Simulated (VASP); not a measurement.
Here is a VASP 6.6.1 calculation.

Contents of INCAR:

```
SYSTEM = TiAl
  ALGO = Fast
  EDIFF = 1E-6
  ENCUT = 520
  GGA = PS
  ISIF = 2
  ISMEAR = 0
  LASPH = .TRUE.
  LCHARG = .TRUE.
  LELF = .TRUE.
  LREAL = .FALSE.
  LVHAR = .TRUE.
  LWAVE = .FALSE.
  NBANDS = 14
  NELM = 80
  PREC = Accurate
  SIGMA = 0.15
```

Contents of KPOINTS:

```
k-points
0
G
  18 18 10
  0 0 0
```

The input POSCAR:

```
TiAl
1.0
    2.9102711662      0.0000000000      0.0000000000
   -1.4551355831      2.5203687618      0.0000000000
    0.0000000000      0.0000000000      4.6780830000
Ti Al
1 1
Direct
    0.0000000000      0.0000000000      0.0000000000
    0.3333333333      0.6666666667      0.5000000000
```

Potentials or basis: VASP PAW PBE potentials, release 64 (Ti_sv, Al).

Command:

```sh
$ cat potpaw_PBE.64/Ti_sv/POTCAR potpaw_PBE.64/Al/POTCAR > POTCAR
$ mpirun -np 1 vasp_std > vasp.out
```

(1) Estimate the pressure.

Results:

(1) -5.5 GPa.

Caveat: the cell differs from its parent crystal (strain +0.015 along x and y, +0.000 along z); the PAW data sets were made with another functional, which shifts forces and pressure a little.
